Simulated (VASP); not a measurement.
Na: single point with PBE

The system is Na.

```xyz
1
Lattice="0.0000 2.6993 2.6993 2.6993 0.0000 2.6993 2.6993 2.6993 0.0000" Properties=species:S:1:pos:R:3 pbc="T T T"
Na    0.0000    0.0000    0.0000
```

This isn't the form of Na at room conditions, which is bcc.

```yaml
Program: VASP 6.6.1
Task: single point
Functional: PBE
Potentials_or_basis: VASP PAW PBE potentials, release 64 (Na_pv)
Cutoff: 520 eV
k_mesh: 35 × 35 × 35
Occupations: fermi-dirac, width 0.0612256 eV
Spin: no spin polarisation
Dipole_correction: no
Further_INCAR_settings: ALGO = Normal; EDIFF = 1e-06; NBANDS = 10
```

| Quantity | Value |
| --- | --- |
| Pressure | -0.4 GPa |
| Band gap on the k mesh | zero (an odd number of electrons rules out a gap without spin polarisation) |

Levels at points of the mesh, in eV from the Fermi level:
```csv
k point,band 1,band 2,band 3,band 4,band 5,band 6,band 7,band 8
"(0.00, 0.00, 0.00)",-24.95,-24.95,-24.95,-3.16,10.74,10.74,10.74,11.79
```

It took 2.8 min on 1 thread of Intel(R) Xeon(R) Platinum 8259CL CPU @ 2.50GHz (Skylake/Cascade Lake) (shared host), peak memory 0.44 GiB.
